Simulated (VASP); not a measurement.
Rb, 1 atom in the cell. It takes space group Im-3m (No. 229, cubic). Conventional cell: a = 4.281 Å, b = 4.281 Å, c = 4.281 Å, α = 90.00°, β = 90.00°, γ = 90.00°. Rb (site symmetry m-3m) has 14 Rb at 3.71 to 4.28 Å within 4.9 Å.  This cell differs from its parent crystal: volume scaled by 0.43.

```yaml
Program: VASP 6.6.1
Task: single point
Functional: PBE
Potentials_or_basis: VASP PAW PBE potentials, release 64 (Rb_sv)
Cutoff: 520 eV
k_mesh: 10 × 10 × 10
Occupations: fermi-dirac, width 0.1 eV
Spin: no spin polarisation
Dipole_correction: no
Further_INCAR_settings: ALGO = Normal; EDIFF = 1e-06; NBANDS = 10
```

Potentials or basis: VASP PAW PBE potentials, release 64 (Rb_sv).

Launch:

```bash
$ cat potpaw_PBE.64/Rb_sv/POTCAR > POTCAR
$ mpirun -np 1 vasp_std > vasp.out
```

Hardware: 1 thread of AMD EPYC 7R43 64-Core Processor (Zen 3) (shared host).

Task: Estimate the wall time of this run.

Result: Wall time 16 s on 1 thread of AMD EPYC 7R43 64-Core Processor (Zen 3), on a shared host, peak memory 0.12 GiB. Counts: scf iterations 10, k points 47.
